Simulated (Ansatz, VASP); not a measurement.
**Ti in VASP and in Ansatz**

Contents of INCAR:

```
SYSTEM = Ti
  ALGO = Fast
  EDIFF = 1E-7
  ENCUT = 520
  GGA = PE
  ISIF = 2
  ISMEAR = 0
  LASPH = .True.
  LCHARG = .False.
  LREAL = .False.
  LWAVE = .False.
  NBANDS = 19
  NELM = 60
  PREC = Accurate
  SIGMA = 0.15
```

KPOINTS

```
k-points
0
Gamma
  24 24 14
  0 0 0
```

The input POSCAR:

```
Ti
1.0
    2.8209197388      0.0000000000      0.0000000000
   -1.4104598694      2.4429881559      0.0000000000
    0.0000000000      0.0000000000      4.6506340146
Ti
2
Direct
    0.3333333333      0.6666666667      0.2500000000
    0.6666666667      0.3333333333      0.7500000000
```

Input for Ansatz:

```yaml
crystal:
  lattice:
    - [2.8209197388, 0.0, 0.0]
    - [-1.4104598694, 2.4429881559, 0.0]
    - [0.0, 0.0, 4.6506340146]
  atoms:
    - { symbol: Ti, position: [0.3333333333, 0.6666666667, 0.25] }
    - { symbol: Ti, position: [0.6666666667, 0.3333333333, 0.75] }
basis:
  ecutwfc: 420
kpoints:
  mp_grid: { grid: [24, 24, 14] }
hamiltonian:
  xc: pbe
scf:
  occupations: { method: gaussian, width: 0.15 }
output:
  forces: true
  stress: true
  eigenvalues: true
```

Change from the starting cell: strain -0.040 along x and y, +0.000 along z, atoms carried along.

Alike in both runs: task single point; functional PBE; k mesh 24 × 24 × 14; occupations gaussian, width 0.15 eV; no spin polarisation.

|  | VASP | Ansatz |
| --- | --- | --- |
| version | VASP 6.6.1 | Ansatz 0.2.0 |
| potentials or method | VASP PAW PBE potentials, release 64 (Ti_sv), cutoff 520 eV | scalar-relativistic, plane waves, PAW |
| valence electrons in the cell | 24 | 24 |

```tsv
	VASP	Ansatz	Ansatz less VASP
gap on the k mesh at the Fermi level (eV)	none	none	-
pressure (GPa)	10.1	10.5	+0.45
traceless stress, the component that is largest in VASP (GPa)	-3.22	-3.23	-0.006
```

A gap of «none» marks a metal or a gap that the smearing closes.
